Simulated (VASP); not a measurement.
AgI: vibrations by perturbation theory with LDA

AgI:

```
Ag I
1.0
     0.00000    3.23650    3.23650
     3.23650    0.00000    3.23650
     3.23650    3.23650    0.00000
Ag I
1 1
Cartesian
  0.0000 0.0000 0.0000
  1.6182 1.6182 1.6182
```

- Program: VASP 6.6.1
- Task: vibrations by perturbation theory
- Functional: LDA
- Potentials or basis: VASP PAW LDA potentials, release 64 (Ag, I)
- Cutoff: 500 eV
- k mesh: 6 × 6 × 6
- Occupations: gaussian, width 0.01 eV
- Spin: no spin polarisation
- Dipole correction: no
- Further INCAR settings: ALGO = Normal; EDIFF = 1e-08; IBRION = 8; NSW = 1

The highest phonon frequency at Γ, LO-TO splitting left out is 100 cm⁻¹.

Phonon frequencies in cm⁻¹ (negative: imaginary):
```csv
q point,frequencies
"(0.000, 0.000, 0.000)",0 0 0 100 100 100
```

It took 76 s on 1 thread of AMD EPYC 9R45 96-Core Processor (Zen 5), with other jobs on the host, peak memory 0.25 GiB.

Caveat: the cell wasn't relaxed at this level first, which shifts response properties.
